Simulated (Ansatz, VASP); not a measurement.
**Two plane-wave programs on MgCd2S3**

```
CELL_PARAMETERS angstrom
6.52053 0.00000 0.00000
-3.26026 5.64694 0.00000
0.00000 0.00000 3.59840
ATOMIC_POSITIONS crystal
Mg 0.00000 0.00000 0.00000
Cd 0.33333 0.66667 0.00000
Cd 0.66667 0.33333 0.00000
S 0.50000 0.00000 0.50000
S 0.50000 0.50000 0.50000
S 0.00000 0.50000 0.50000
```

Change from the starting cell: species swapped into the ErB2Ru3 type (P6/mmm, No. 191).

Alike in both runs: task single point; functional PBE; k mesh 3 × 3 × 6; occupations gaussian, width 0.1 eV; no spin polarisation.

|  | VASP | Ansatz |
| --- | --- | --- |
| version | VASP 6.6.1 | Ansatz 0.2.0 |
| potentials or method | VASP PAW PBE potentials, release 64 (Mg_sv, Cd_sv_GW, S), cutoff 840 eV | scalar-relativistic, plane waves, PAW |
| valence electrons in the cell | 68 | 68 |

Ansatz gave:

```
gap on the k mesh at the Fermi level (eV)                     : none
pressure (GPa)                                                : 5.6
traceless stress, the component that is largest in VASP (GPa) : -1.87
```

Problem. Estimate VASP's values.

Solution. gap on the k mesh at the Fermi level (eV): none; pressure (GPa): 5.4; traceless stress, the component that is largest in VASP (GPa): -1.89.

A gap of «none» marks a metal or a gap that the smearing closes.

The k mesh is coarse, so the values compare programs but aren't converged.
